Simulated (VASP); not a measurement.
A run of VASP 6.6.1:

The input INCAR:

```
PREC = Accurate
ENCUT = 600
EDIFF = 1E-6
ISMEAR = -1
SIGMA = 0.05
LREAL = False
LASPH = True
NELM = 120
ALGO = Normal
ISIF = 2
LWAVE = False
LCHARG = False
GGA = PE
NBANDS = 7
ISYM = 0
GGA_COMPAT = False
```

File KPOINTS:

```
regular mesh
0
Gamma
  17 17 17
```

Contents of POSCAR:

```
Mg
1.0
   -1.7280914947      1.7280914947      1.7280914947
    1.7280914947     -1.7280914947      1.7280914947
    1.7280914947      1.7280914947     -1.7280914947
Mg
1
Direct
    0.0000000000      0.0000000000      0.0000000000
```

Potentials or basis: VASP PAW PBE potentials, release 64 (Mg).

The run is started by

```sh
$ cat potpaw_PBE.64/Mg/POTCAR > POTCAR
$ mpirun -np 1 vasp_std > vasp.out
```

Hardware: 1 thread of Intel Xeon 8259CL, with other jobs on the host.

Problem. Estimate the wall time of this run.

Solution. Wall time 3.4 min on 1 thread of Intel Xeon 8259CL (shared host), peak memory 0.54 GiB. Counts: scf iterations 9, k points 2457.
